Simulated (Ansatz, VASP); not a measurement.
Given: the input of a run of Ansatz 0.2.0 on Sc.

Contents of input.yaml:

```yaml
crystal:
  lattice:
    - [-1.9172054859, 1.9172054859, 1.717603]
    - [1.9172054859, -1.9172054859, 1.717603]
    - [1.9172054859, 1.9172054859, -1.717603]
  atoms:
    - { symbol: Sc, position: [0.0, 0.0, 0.0] }
kpoints:
  mp_grid: { grid: [10, 10, 10] }
scf:
  occupations: { method: fermi_dirac, width: 0.05 }
hamiltonian:
  xc: pbe
  dispersion: d4
  pseudopotentials: { kind: all_electron, lapw: { basis_error: 0.001 } }
output:
  forces: true
  stress: true
relax:
  f_tol: 0.02
  max_steps: 60
  cell: {}
```

Potentials or basis: all-electron LAPW, scalar-relativistic.

Run with:

```bash
$ ansatz run input.yaml --threads 1 --pin off --max-ram 3072MiB --backend cpu --events-out ev --progress --plain --runs-dir out
```

**Question.** Translate it to VASP 6.6.1. Potentials there: VASP PAW PBE potentials, release 64 (Sc_sv).

**Answer.** As run (the cutoff follows the program's own potentials):

INCAR

```
PREC = Accurate
ENCUT = 600
EDIFF = 1E-6
ISMEAR = -1
SIGMA = 0.05
LREAL = F
LASPH = T
NELM = 100
ALGO = Normal
ISIF = 3
LWAVE = F
LCHARG = F
GGA = PE
IVDW = 13
IBRION = 2
NSW = 80
EDIFFG = -0.02
```

Contents of KPOINTS:

```
Automatic mesh
0
Gamma
  10 10 10
```

The input POSCAR:

```
Sc
1.0
   -1.9172054859      1.9172054859      1.7176030000
    1.9172054859     -1.9172054859      1.7176030000
    1.9172054859      1.9172054859     -1.7176030000
Sc
1
Direct
    0.0000000000      0.0000000000      0.0000000000
```

Potentials or basis: VASP PAW PBE potentials, release 64 (Sc_sv).

The run is started by

```sh
$ cat potpaw_PBE.64/Sc_sv/POTCAR > POTCAR
$ mpirun -np 1 vasp_std > vasp.out
```

Both were run:

|  | VASP | Ansatz | Ansatz less VASP |
| --- | --- | --- | --- |
| relaxed volume (Å³/atom) | 24.13 | 24.10 | -0.036 |
| relaxed cell length with the largest relative difference (Å) | 3.153 | 3.152 | -0.0015 |

Ansatz ran all-electron here, and VASP with PAW potentials.
